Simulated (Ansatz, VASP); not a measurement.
## MgZn4O in VASP and in Ansatz

INCAR

```
SYSTEM = MgZn4O
  ALGO = Normal
  EDIFF = 1E-6
  ENCUT = 520
  GGA = PE
  ISIF = 2
  ISMEAR = 0
  ISPIN = 2
  LASPH = .TRUE.
  LCHARG = .TRUE.
  LELF = .TRUE.
  LORBIT = 11
  LREAL = .FALSE.
  LVHAR = .TRUE.
  LWAVE = .FALSE.
  MAGMOM = 0 0 0 0 0 1
  NBANDS = 41
  NELM = 150
  PREC = Accurate
  SIGMA = 0.1
```

File KPOINTS:

```
k-points
0
G
  6 6 2
  0 0 0
```

Contents of POSCAR:

```
MgZn4O
1.0
    3.0305956444      0.0000000000      0.0000000000
   -1.5152978222      2.6245728167      0.0000000000
    0.0000000000      0.0000000000     11.1112064198
Mg Zn O
1 4 1
Direct
    0.3333333333      0.6666666667      0.1107955750
    0.6666666667      0.3333333333      0.8765175984
    0.3333333333      0.6666666667      0.5164087827
    0.0000000000      0.0000000000      0.6932433740
    0.0000000000      0.0000000000      0.3302361461
    0.0000000000      0.0000000000      0.0227985238
```

Input for Ansatz:

```yaml
crystal:
  lattice:
    - [3.0305956444, 0.0, 0.0]
    - [-1.5152978222, 2.6245728167, 0.0]
    - [0.0, 0.0, 11.1112064198]
  atoms:
    - { symbol: Mg, position: [0.3333333333, 0.6666666667, 0.110795575] }
    - { symbol: Zn, position: [0.6666666667, 0.3333333333, 0.8765175984] }
    - { symbol: Zn, position: [0.3333333333, 0.6666666667, 0.5164087827] }
    - { symbol: Zn, position: [0.0, 0.0, 0.693243374] }
    - { symbol: Zn, position: [0.0, 0.0, 0.3302361461] }
    - { symbol: O, position: [0.0, 0.0, 0.0227985238], spin: 1.0 }
basis:
  ecutwfc: 420
kpoints:
  mp_grid: { grid: [6, 6, 2] }
hamiltonian:
  xc: pbe
scf:
  occupations: { method: gaussian, width: 0.1 }
  lower_state_search: "off"
output:
  forces: true
  stress: true
  eigenvalues: true
  populations: true
magnetization:
  spin_polarized: true
```

Alike in both runs: task single point; functional PBE; k mesh 6 × 6 × 2; occupations gaussian, width 0.1 eV; collinear spin.

```csv
,VASP,Ansatz
version,VASP 6.6.1,Ansatz 0.2.0
potentials or method,"VASP PAW PBE potentials, release 64 (Mg, Zn, O), cutoff 520 eV","scalar-relativistic, plane waves, PAW"
valence electrons in the cell,56,64
```

Ansatz gave:

- gap on the k mesh at the Fermi level (eV): none
- pressure (GPa): -0.2
- traceless stress, the component that is largest in VASP (GPa): 0.07
- rms of the force components (eV/Å): 0.033
- net moment per atom (μB): 0.00

Task: What did VASP give for the same quantities?

Result: gap on the k mesh at the Fermi level (eV): none; pressure (GPa): -0.1; traceless stress, the component that is largest in VASP (GPa): 0.08; rms of the force components (eV/Å): 0.034; net moment per atom (μB): 0.00.

Atom by atom the forces differ by 0.007 eV/Å (rms over components). A gap of «none» marks a metal or a gap that the smearing closes. The functional is the same, so the differences come from potentials, cutoffs and numerics. VASP's potentials hold 56 valence electrons a cell and Ansatz's 64, so a difference there can come from the potentials and not from the codes. Ansatz's warnings: seeded moment not kept.

The k mesh is coarse, so the values compare programs but aren't converged.
